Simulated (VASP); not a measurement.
# Si3Sn (Pm-3m) in VASP: further runs

Si3Sn is run at these levels: PBE; tasks: single point, relaxation of cell and atoms.

Everything below comes from runs of VASP 6.6.1. Logs are shortened: lines on timing, memory, paths and dates and some standing lists are left out, and cuts for length are marked.

### Step 1. The cell of the first run

The structure is cubic, space group Pm-3m (No. 221). The conventional cell has a = 3.392 Å, b = 3.392 Å, c = 3.392 Å, α = 90.00°, β = 90.00°, γ = 90.00°. Within 3.2 Å of Si (site symmetry 4/mmm) lie 8 Si at 2.40 Å and 4 Sn at 2.40 Å. Sn (site symmetry m-3m) has 12 Si at 2.40 Å within 3.2 Å.

### Step 2. Single point, PBE

INCAR reads:

```
  PREC = Accurate
  ENCUT = 500
  EDIFF = 1E-6
  ISMEAR = 0
  SIGMA = 0.1
  LREAL = False
  LASPH = True
  NELM = 120
  ALGO = Normal
  ISIF = 2
  LWAVE = False
  LCHARG = False
  GGA = PE
  NBANDS = 21
  GGA_COMPAT = False
```

KPOINTS reads:

```
regular mesh
0
Gamma
  6 6 6
```

POSCAR reads:

```
Si3Sn
1.0
    3.3915564296      0.0000000000      0.0000000000
    0.0000000000      3.3915564296      0.0000000000
    0.0000000000      0.0000000000      3.3915564296
Si Sn
3 1
Direct
    0.0000000000      0.5000000000      0.5000000000
    0.5000000000      0.0000000000      0.5000000000
    0.5000000000      0.5000000000      0.0000000000
    0.0000000000      0.0000000000      0.0000000000
```

Potentials or basis: VASP PAW PBE potentials, release 64 (Si, Sn_d).

Run with:

```bash
$ cat potpaw_PBE.64/Si/POTCAR potpaw_PBE.64/Sn_d/POTCAR > POTCAR
$ mpirun -np 1 vasp_std > vasp.out
```

OUTCAR:

```text
PREC = Accurate
   ENCUT = 500
   EDIFF = 1E-6
   ISMEAR = 0
   LREAL = False
   LASPH = True
   NELM = 120
   ISIF = 2
   GGA = PE

 ion  position               nearest neighbor table
   1  0.000  0.500  0.500-   2 2.40   3 2.40   4 2.40   3 2.40   4 2.40   2 2.40   4 2.40   4 2.40
                             2 2.40   3 2.40   3 2.40   2 2.40
   2  0.500  0.000  0.500-   1 2.40   3 2.40   4 2.40   3 2.40   4 2.40   1 2.40   3 2.40   3 2.40
                             1 2.40   4 2.40   4 2.40   1 2.40
   3  0.500  0.500  0.000-   1 2.40   2 2.40   4 2.40   1 2.40   2 2.40   2 2.40   4 2.40   2 2.40
                             1 2.40   4 2.40   1 2.40   4 2.40
   4  0.000  0.000  0.000-   1 2.40   2 2.40   3 2.40   1 2.40   2 2.40   1 2.40   3 2.40   1 2.40
                             2 2.40   3 2.40   2 2.40   3 2.40

  LATTYP: Found a simple cubic cell.
 ALAT       =     3.3915564296

  Lattice vectors:

 A1 = (   3.3915564296,   0.0000000000,   0.0000000000)
 A2 = (   0.0000000000,   3.3915564296,   0.0000000000)
 A3 = (   0.0000000000,   0.0000000000,   3.3915564296)

Analysis of symmetry for initial positions (statically):
=====================================================================
 Subroutine PRICEL returns:
 Original cell was already a primitive cell.

 Routine SETGRP: Setting up the symmetry group for a
 simple cubic supercell.

 Subroutine GETGRP returns: Found 48 space group operations
 (whereof 48 operations were pure point group operations)
 out of a pool of 48 trial point group operations.

The static configuration has the point symmetry O_h .

Analysis of symmetry for dynamics (positions and initial velocities):
=====================================================================
 Subroutine PRICEL returns:
 Original cell was already a primitive cell.

 Routine SETGRP: Setting up the symmetry group for a
 simple cubic supercell.

 Subroutine GETGRP returns: Found 48 space group operations
 (whereof 48 operations were pure point group operations)
 out of a pool of 48 trial point group operations.

The dynamic configuration has the point symmetry O_h .

 Subroutine INISYM returns: Found 48 space group operations
 (whereof 48 operations are pure point group operations),
 and found     1 'primitive' translations

----------------------------------------------------------------------------------------

                                     Primitive cell

  volume of cell :      39.0119

  direct lattice vectors                    reciprocal lattice vectors
     3.391556430  0.000000000  0.000000000     0.294849878  0.000000000  0.000000000
     0.000000000  3.391556430  0.000000000     0.000000000  0.294849878  0.000000000
     0.000000000  0.000000000  3.391556430     0.000000000  0.000000000  0.294849878

  length of vectors
     3.391556430  3.391556430  3.391556430     0.294849878  0.294849878  0.294849878

  position of ions in fractional coordinates (direct lattice)
     0.000000000  0.500000000  0.500000000
     0.500000000  0.000000000  0.500000000
     0.500000000  0.500000000  0.000000000
     0.000000000  0.000000000  0.000000000

  ion indices of the primitive-cell ions
   primitive index   ion index
                 1           1
                 2           2
                 3           3
                 4           4

----------------------------------------------------------------------------------------

 KPOINTS: regular mesh

Automatic generation of k-mesh.
 Grid dimensions read from file:
 generate k-points for:    6    6    6

 Generating k-lattice:

  Cartesian coordinates                     Fractional coordinates (reciprocal lattice)
     0.049141646  0.000000000  0.000000000     0.166666667  0.000000000  0.000000000
     0.000000000  0.049141646  0.000000000     0.000000000  0.166666667  0.000000000
     0.000000000  0.000000000  0.049141646     0.000000000  0.000000000  0.166666667

  Length of vectors
     0.049141646  0.049141646  0.049141646

  Shift w.r.t. Gamma in fractional coordinates (k-lattice)
     0.000000000  0.000000000  0.000000000

 Subroutine IBZKPT returns following result:
 ===========================================

 Found     20 irreducible k-points:

 Following reciprocal coordinates:
            Coordinates               Weight
  0.000000  0.000000  0.000000      1.000000
  0.166667  0.000000  0.000000      6.000000
  0.333333  0.000000  0.000000      6.000000
  0.500000  0.000000  0.000000      3.000000
  0.166667  0.166667  0.000000     12.000000
  0.333333  0.166667  0.000000     24.000000
[... 12 lines left out ...]
  0.500000  0.500000  0.333333      6.000000
  0.500000  0.500000  0.500000      1.000000
   k-points           NKPTS =     20   k-points in BZ     NKDIM =     20   number of bands    NBANDS=     21
   number of dos      NEDOS =    301   number of ions     NIONS =      4
   total plane-waves  NPLWV =  21952
   dimension x,y,z NGX =    28 NGY =   28 NGZ =   28
   dimension x,y,z NGXF=    56 NGYF=   56 NGZF=   56
   ions per type =               3   1
   NGX,Y,Z   is equivalent  to a cutoff of  13.72, 13.72, 13.72 a.u.
   NGXF,Y,Z  is equivalent  to a cutoff of  27.45, 27.45, 27.45 a.u.
 SYSTEM =  unknown system
   PREC   = accura    normal or accurate (medium, high low for compatibility)
   ISTART =      0    job   : 0-new  1-cont  2-samecut
   ICHARG =      2    charge: 1-file 2-atom 10-const
   ISPIN  =      1    spin polarized calculation?
   LNONCOLLINEAR =      F non collinear calculations
   LSORBIT =      F    spin-orbit coupling
   LASPH  =      T    aspherical Exc in radial PAW
   ENCUT  =  500.0 eV  36.75 Ry    6.06 a.u.   6.18  6.18  6.18*2*pi/ulx,y,z
   NELM   =    120;   NELMIN=  2; NELMDL= -5     # of ELM steps
   EDIFF  = 0.1E-05   stopping-criterion for ELM
   LREAL  =      F    real-space projection
   EDIFFG = 0.1E-04   stopping-criterion for IOM
   NSW    =      0    number of steps for IOM
   IBRION =     -1    ionic relax: 0-MD 1-quasi-New 2-CG
   NFREE  =      0    steps in history (QN), initial steepest desc. (CG)
   ISIF   =      2    stress and relaxation
   ISYM   =      2    0-nonsym 1-usesym 2-fastsym
   POTIM  = 0.5000    time-step for ionic-motion
   TEBEG  =    0.0;   TEEND  =   0.0 temperature during run
   PSTRESS=    0.0 pullay stress
   NELECT =      26.0000    total number of electrons
   NUPDOWN=      -1.0000    fix difference up-down
   EMIN   =  10.00;   EMAX   =-10.00  energy-range for DOS
   EFERMI =   0.00;   METHOD = LEGACY
   ISMEAR =     0;   SIGMA  =   0.10  broadening in eV -4-tet -1-fermi 0-gaus
   EFERMI_NEDOS =   21; number of points for ismear=-14 and -15
   IALGO  =     38    algorithm
   IMIX   =      4    mixing-type and parameters
     AMIX     =   0.40;   BMIX     =  1.00
     AMIX_MAG =   1.60;   BMIX_MAG =  1.00
  volume/ion in A,a.u.               =       9.75        65.82
  Fermi-wavevector in a.u.,A,eV,Ry     =   1.429992  2.702293 27.822237  2.044877
  Thomas-Fermi vector in A             =   2.549885
   LORBIT       =      0    0 simple, 1 ext, 2 COOP (PROOUT), +10 PAW based schemes
   GGA     = PE    functional components
   LHFCALC =     F    Hartree Fock is set to
   AEXX    =    0.0000 exact exchange contribution
   IVDW    =     0    specifies the selected vdW correction
   LEPSILON=     F    determine dielectric tensor
   LRPA    =     F    only Hartree local field effects (RPA)
 non-spin polarized calculation
 Gauss-broadening in eV      SIGMA  =   0.10
  energy-cutoff  :      500.00
  volume of cell :       39.01
 maximum number of plane-waves:      1021
 NGX is ok and might be reduce to    28
   NGX = 13   NGY = 13   NGZ = 13

 number of electron      26.0000000 magnetization

 Free energy of the ion-electron system (eV)
  ---------------------------------------------------
  ext. energy  EPLUGINS =         0.00000000
  ---------------------------------------------------
  free energy    TOTEN  =        -6.77271578 eV

  energy without entropy =       -6.76720971  energy(sigma->0) =       -6.76996274

 E-fermi :  19.4295     XC(G=0): -13.7312

 val. band max:       19.3581016536   @ k =   0.5000   0.5000   0.0000
 cond. band min:      19.4865432175   @ k =   0.5000   0.1667   0.1667
 fundamental gap:      0.1284415640
 Fermi energy:        19.4294927601

 k-point     1 :       0.0000    0.0000    0.0000
  band No.  band energies     occupation
      1      -3.8195      2.00000
      2      -3.8195      2.00000
      3      -3.5975      2.00000
      4      -3.5975      2.00000
      5      -3.5975      2.00000
      6      -0.3801      2.00000
[... 13 lines left out ...]
     20      25.0777      0.00000
     21      25.0777      0.00000

 k-point     2 :       0.1667    0.0000    0.0000
  band No.  band energies     occupation
      1      -3.8117      2.00000
      2      -3.7629      2.00000
      3      -3.6237      2.00000
      4      -3.6237      2.00000
      5      -3.5944      2.00000
      6      -0.0084      2.00000
[... 13 lines left out ...]
     20      28.2590      0.00000
     21      28.2590      0.00000

 k-point     3 :       0.3333    0.0000    0.0000
  band No.  band energies     occupation
      1      -3.7962      2.00000
      2      -3.6755      2.00000
      3      -3.6755      2.00000
      4      -3.6540      2.00000
      5      -3.5883      2.00000
      6       1.1203      2.00000
[... 13 lines left out ...]
     20      29.0792      0.00000
     21      29.0792      0.00000

 k-point     4 :       0.5000    0.0000    0.0000
  band No.  band energies     occupation
      1      -3.7884      2.00000
      2      -3.7010      2.00000
      3      -3.7010      2.00000
      4      -3.6014      2.00000
      5      -3.5852      2.00000
      6       2.8837      2.00000
[... 13 lines left out ...]
     20      26.6605      0.00000
     21      26.6605      0.00000

 k-point     5 :       0.1667    0.1667    0.0000
  band No.  band energies     occupation
      1      -3.7818      2.00000
      2      -3.7265      2.00000
      3      -3.6572      2.00000
      4      -3.6218      2.00000
      5      -3.6187      2.00000
      6       0.3655      2.00000
[... 13 lines left out ...]
     20      27.1714      0.00000
     21      28.0047      0.00000

 k-point     6 :       0.3333    0.1667    0.0000
  band No.  band energies     occupation
      1      -3.7602      2.00000
      2      -3.7216      2.00000
      3      -3.6714      2.00000
      4      -3.6190      2.00000
      5      -3.6133      2.00000
      6       1.4947      2.00000
[... 13 lines left out ...]
     20      27.3265      0.00000
     21      28.8751      0.00000

 k-point     7 :       0.5000    0.1667    0.0000
  band No.  band energies     occupation
      1      -3.7546      2.00000
      2      -3.7504      2.00000
      3      -3.6965      2.00000
      4      -3.6099      2.00000
      5      -3.5640      2.00000
      6       3.2246      2.00000
[... 13 lines left out ...]
     20      27.6297      0.00000
     21      28.6840      0.00000
[... 195 lines left out ...]
      1      -3.8932      2.00000
      2      -3.7284      2.00000
      3      -3.7284      2.00000
      4      -3.6158      2.00000
      5      -3.4021      2.00000
      6       6.4585      2.00000
[... 13 lines left out ...]
     20      29.5101      0.00000
     21      30.6120      0.00000

 k-point    17 :       0.3333    0.3333    0.3333
  band No.  band energies     occupation
      1      -3.7995      2.00000
      2      -3.7812      2.00000
      3      -3.7812      2.00000
      4      -3.5088      2.00000
      5      -3.5088      2.00000
      6       4.1023      2.00000
[... 13 lines left out ...]
     20      29.6153      0.00000
     21      29.6153      0.00000

 k-point    18 :       0.5000    0.3333    0.3333
  band No.  band energies     occupation
      1      -3.8338      2.00000
      2      -3.8189      2.00000
      3      -3.7785      2.00000
      4      -3.5062      2.00000
      5      -3.4402      2.00000
      6       5.7239      2.00000
[... 13 lines left out ...]
     20      29.9224      0.00000
     21      30.6155      0.00000

 k-point    19 :       0.5000    0.5000    0.3333
  band No.  band energies     occupation
      1      -3.8704      2.00000
      2      -3.8165      2.00000
      3      -3.8165      2.00000
      4      -3.4727      2.00000
      5      -3.4010      2.00000
      6       7.4499      2.00000
[... 13 lines left out ...]
     20      30.5604      0.00000
     21      30.5604      0.00000

 k-point    20 :       0.5000    0.5000    0.5000
  band No.  band energies     occupation
      1      -3.8590      2.00000
      2      -3.8590      2.00000
      3      -3.8590      2.00000
      4      -3.4004      2.00000
      5      -3.4004      2.00000
      6       8.7461      2.00000
[... 13 lines left out ...]
     20      31.8500      0.00000
     21      31.8515      0.00000

------------------------ aborting loop because EDIFF is reached ----------------------------------------

  FORCE on cell =-STRESS in cart. coord.  units (eV):
  Direction    XX          YY          ZZ          XY          YZ          ZX
  --------------------------------------------------------------------------------------
  -------------------------------------------------------------------------------------
  Total       42.9778312     42.9778312     42.9778312     -0.0000000      0.0000000     -0.0000000
  in kB     1765.0537533   1765.0537533   1765.0537533     -0.0000000      0.0000000     -0.0000000
  external PRESSURE =    1765.0537533 kB  Pullay stress =       0.0000000 kB

 VOLUME and BASIS-vectors are now :
 -----------------------------------------------------------------------------
  energy-cutoff  :      500.00
  volume of cell :       39.01
      direct lattice vectors                 reciprocal lattice vectors
     3.391556430  0.000000000  0.000000000     0.294849878  0.000000000  0.000000000
     0.000000000  3.391556430  0.000000000     0.000000000  0.294849878  0.000000000
     0.000000000  0.000000000  3.391556430     0.000000000  0.000000000  0.294849878

 POSITION                                       TOTAL-FORCE (eV/Angst)
 -----------------------------------------------------------------------------------
      0.00000      1.69578      1.69578         0.000000      0.000000      0.000000
      1.69578      0.00000      1.69578         0.000000      0.000000      0.000000
      1.69578      1.69578      0.00000         0.000000      0.000000      0.000000
      0.00000      0.00000      0.00000         0.000000      0.000000      0.000000
 -----------------------------------------------------------------------------------
    total drift:                               -0.000000     -0.000000     -0.000000

  FREE ENERGIE OF THE ION-ELECTRON SYSTEM (eV)
  ---------------------------------------------------
  free  energy   TOTEN  =        -6.7727157815 eV

  energy  without entropy=       -6.7672097083  energy(sigma->0) =       -6.76996274
```

Wall time 29 s (1 thread of Intel Xeon 8259CL, shared host); peak memory 0.16 GiB.

What came out:

```yaml
Free_energy: -6.7727 eV
Pressure: 176.5 GPa
Band_gap_on_the_k_mesh: zero (bands 13 and 14 overlap by 4.87 eV)
```

Caveat: the cell stands under pressure; spin-orbit coupling is left out, which moves the levels of the heavy elements.

(Part 1 of 2 ends here.)
